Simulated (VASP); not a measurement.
Write the native input for VASP 6.6.1 that does the following.

```
Task                   : relaxation of volume and atoms at fixed shape
Functional             : LDA
Potentials or basis    : VASP PAW LDA potentials, release 64 (Rb_sv, Ca_sv, H)
Cutoff                 : 600 eV
k mesh                 : 5 × 5 × 5
Occupations            : methfessel-paxton, width 0.05 eV
Spin                   : no spin polarisation
Dipole correction      : no
Further INCAR settings : ALGO = Normal; EDIFF = 1e-06; IBRION = 2; EDIFFG = -0.01; NSW = 80; ISIF = 8
```

The structure of RbCaH3 lies in POSCAR:

```
RbCaH3
1.0
    4.5470000000      0.0000000000      0.0000000000
    0.0000000000      4.5470000000      0.0000000000
    0.0000000000      0.0000000000      4.5470000000
Rb Ca H
1 1 3
Direct
    0.0000000000      0.0000000000      0.0000000000
    0.5000000000      0.5000000000      0.5000000000
    0.0000000000      0.5000000000      0.5000000000
    0.5000000000      0.0000000000      0.5000000000
    0.5000000000      0.5000000000      0.0000000000
```

The input as run:

INCAR

```
  ALGO = Normal
  EDIFF = 1E-6
  EDIFFG = -0.01
  ENCUT = 600
  GGA = CA
  IBRION = 2
  ISIF = 8
  ISMEAR = 1
  LASPH = True
  LCHARG = False
  LREAL = False
  LWAVE = False
  NELM = 100
  NSW = 80
  PREC = Accurate
  SIGMA = 0.05
```

KPOINTS

```
k-points
0
Gamma
  5 5 5
```

Potentials or basis: VASP PAW LDA potentials, release 64 (Rb_sv, Ca_sv, H).

Command:

```console
$ cat potpaw_LDA.64/Rb_sv/POTCAR potpaw_LDA.64/Ca_sv/POTCAR potpaw_LDA.64/H/POTCAR > POTCAR
$ mpirun -np 1 vasp_std > vasp.out
```

Results of the run:

```json
{"Relaxed volume": "17.07 Å³/atom", "Relaxed cell": "a = 4.403 Å, b = 4.403 Å, c = 4.403 Å, α = 90.00°, β = 90.00°, γ = 90.00°", "Space group after relaxing (to 0.05 Å)": "Pm-3m (No. 221)", "Energy gained by relaxing": "13.5 meV/atom", "Ionic steps": "4", "Pressure after relaxing": "0.0 GPa", "Band gap on the k mesh": "3.23 eV, direct"}
```

It took 85 s on 1 thread of AMD EPYC 7R13, with other jobs on the host, peak memory 0.16 GiB.
